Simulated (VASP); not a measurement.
Ag: single point with BLYP

The system is Ag.

```xyz
8
Lattice="5.4218 0.0000 0.0000 0.0000 5.4218 0.0000 0.0000 0.0000 5.4218" Properties=species:S:1:pos:R:3 pbc="T T T"
Ag    5.4218    5.4218    5.4218
Ag    2.7109    2.7109    2.7109
Ag    1.3554    0.0000    2.7109
Ag    4.0663    5.4218    2.7109
Ag    2.7109    1.3554    0.0000
Ag    2.7109    4.0663    5.4218
Ag    5.4218    2.7109    1.3554
Ag    5.4218    2.7109    4.0663
```

```
Program                : VASP 6.6.1
Task                   : single point
Functional             : BLYP
Potentials or basis    : VASP PAW PBE potentials, release 64 (Ag)
Cutoff                 : 520 eV
k mesh                 : 5 × 5 × 5
Occupations            : fermi-dirac, width 0.1 eV
Spin                   : no spin polarisation
Dipole correction      : no
Further INCAR settings : ALGO = Normal; EDIFF = 1e-06; NBANDS = 54
```

```
Pressure               : 0.1 GPa
Band gap on the k mesh : zero (bands 44 and 45 overlap by 1.53 eV)
```

Levels at points of the mesh, in eV from the Fermi level:
```csv
k point,band 42,band 43,band 44,band 45,band 46,band 47
"(0.00, 0.00, 0.00)",-0.07,-0.07,-0.07,0.61,0.61,0.65
```

It took 77 s on 1 thread of Intel(R) Xeon(R) Platinum 8488C (Sapphire Rapids), with other jobs on the host, peak memory 0.25 GiB.

Caveat: the PAW data sets were made with another functional, which shifts forces and pressure a little.
